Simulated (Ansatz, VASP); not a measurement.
**One calculation of LiNbO3, two programs**

```xyz
5
Lattice="3.8753 0.0000 0.0000 0.0000 3.8753 0.0000 0.0000 0.0000 3.8753" Properties=species:S:1:pos:R:3 pbc="T T T"
Li    0.0000    0.0000    0.0000
Nb    1.9376    1.9376    1.9376
O     1.9376    1.9376    0.0000
O     1.9376    0.0000    1.9376
O     0.0000    1.9376    1.9376
```

Alike in both runs: task single point; functional PBE; k mesh 6 × 6 × 6; no spin polarisation.

|  | VASP | Ansatz |
| --- | --- | --- |
| version | VASP 6.6.1 | Ansatz 0.2.0 |
| potentials or method | VASP PAW PBE potentials, release 64 (Li_sv, Nb_sv, O) | plane waves, PAW |
| plane-wave cutoff (eV) | 520 | 420 |
| occupations | gaussian, width 0.01 eV | fixed |
| valence electrons in the cell | 34 | 34 |

VASP gave:

```
gap on the k mesh at the Fermi level (eV) : 1.81
```

Q: Estimate Ansatz's values.

A: gap on the k mesh at the Fermi level (eV): 1.84.

Noted on VASP's run: the cutoff is short for stress, so the pressure is rough.
